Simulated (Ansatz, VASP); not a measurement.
ScSi3: VASP beside Ansatz

The input INCAR:

```
SYSTEM = ScSi3
PREC = Accurate
ENCUT = 520
EDIFF = 1E-7
ISMEAR = 0
SIGMA = 0.05
LREAL = .FALSE.
LASPH = .TRUE.
NELM = 60
ALGO = Normal
ISIF = 2
LWAVE = .FALSE.
LCHARG = .FALSE.
GGA = PE
NBANDS = 20
```

KPOINTS

```
Automatic mesh
0
G
  8 8 8
  0 0 0
```

File POSCAR:

```
ScSi3
1.0
    4.0052088786      0.0000000000      0.0000000000
    0.0000000000      3.9655533451      0.0000000000
    0.0000000000      0.0000000000      3.9655533451
Sc Si
1 3
Direct
    0.0000000000      0.0000000000      0.0000000000
    0.0000000000      0.5000000000      0.5000000000
    0.5000000000      0.5000000000      0.0000000000
    0.5000000000      0.0000000000      0.5000000000
```

Input for Ansatz:

```yaml
crystal:
  lattice:
    - [4.0052088786, 0.0, 0.0]
    - [0.0, 3.9655533451, 0.0]
    - [0.0, 0.0, 3.9655533451]
  atoms:
    - { symbol: Sc, position: [0.0, 0.0, 0.0] }
    - { symbol: Si, position: [0.0, 0.5, 0.5] }
    - { symbol: Si, position: [0.5, 0.5, 0.0] }
    - { symbol: Si, position: [0.5, 0.0, 0.5] }
basis:
  ecutwfc: 420
  ecutrho_ratio: 4
kpoints:
  mp_grid: { grid: [8, 8, 8] }
hamiltonian:
  xc: pbe
scf:
  occupations: { method: gaussian, width: 0.05 }
output:
  forces: true
  stress: true
  eigenvalues: true
```

Change from the starting cell: strain e1 = +0.01, atoms carried along.

Alike in both runs: task single point; functional PBE; k mesh 8 × 8 × 8; occupations gaussian, width 0.05 eV; no spin polarisation.

|  | VASP | Ansatz |
| --- | --- | --- |
| version | VASP 6.6.1 | Ansatz 0.2.0 |
| potentials or method | VASP PAW PBE potentials, release 64 (Sc_sv, Si), cutoff 520 eV | scalar-relativistic, plane waves, PAW |
| valence electrons in the cell | 23 | 23 |

Ansatz gave:

```
gap on the k mesh at the Fermi level (eV)                     : none
pressure (GPa)                                                : -0.9
traceless stress, the component that is largest in VASP (GPa) : -0.89
```

Problem. What did VASP give for the same quantities?

Solution. gap on the k mesh at the Fermi level (eV): none; pressure (GPa): -0.8; traceless stress, the component that is largest in VASP (GPa): -0.90.

A gap of «none» marks a metal or a gap that the smearing closes. With one functional, cell and mesh, what is left measures potentials, basis and numerics.
